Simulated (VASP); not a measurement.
# Y: single point with PBE

Crystal: Y.

```xyz
1
Lattice="3.2721 0.0000 0.0000 0.0000 3.2721 0.0000 0.0000 0.0000 3.2721" Properties=species:S:1:pos:R:3 pbc="T T T"
Y     0.0000    0.0000    0.0000
```

This isn't the form of Y at room conditions, which is hcp.

| Quantity | Value |
| --- | --- |
| Program | VASP 6.6.1 |
| Task | single point |
| Functional | PBE |
| Potentials or basis | VASP PAW PBE potentials, release 64 (Y_sv) |
| Cutoff | 520 eV |
| k mesh | 16 × 16 × 16 |
| Occupations | fermi-dirac, width 0.1 eV |
| Spin | no spin polarisation |

```yaml
Pressure: -0.1 GPa
Band_gap_on_the_k_mesh: zero (an odd number of electrons rules out a gap without spin polarisation)
```

Levels at points of the mesh, in eV from the Fermi level:
| k point | band 2 | band 3 | band 4 | band 5 | band 6 | band 7 | band 8 | band 9 |
| --- | --- | --- | --- | --- | --- | --- | --- | --- |
| (0.00, 0.00, 0.00) | -22.67 | -22.67 | -22.67 | -4.46 | -0.60 | -0.60 | 5.15 | 5.15 |
| (0.50, 0.00, 0.00) | -23.35 | -22.61 | -22.61 | -1.77 | -0.02 | 0.10 | 2.73 | 2.73 |
| (0.50, 0.50, 0.00) | -23.26 | -23.26 | -22.55 | -1.79 | 0.13 | 3.26 | 3.26 | 3.49 |
| (0.50, 0.50, 0.50) | -23.17 | -23.17 | -23.17 | -0.55 | -0.55 | -0.55 | 5.57 | 6.81 |

It took 26 s on 1 thread of Intel(R) Xeon(R) Platinum 8559C (Emerald Rapids), with other jobs on the host, peak memory 0.2 GiB.
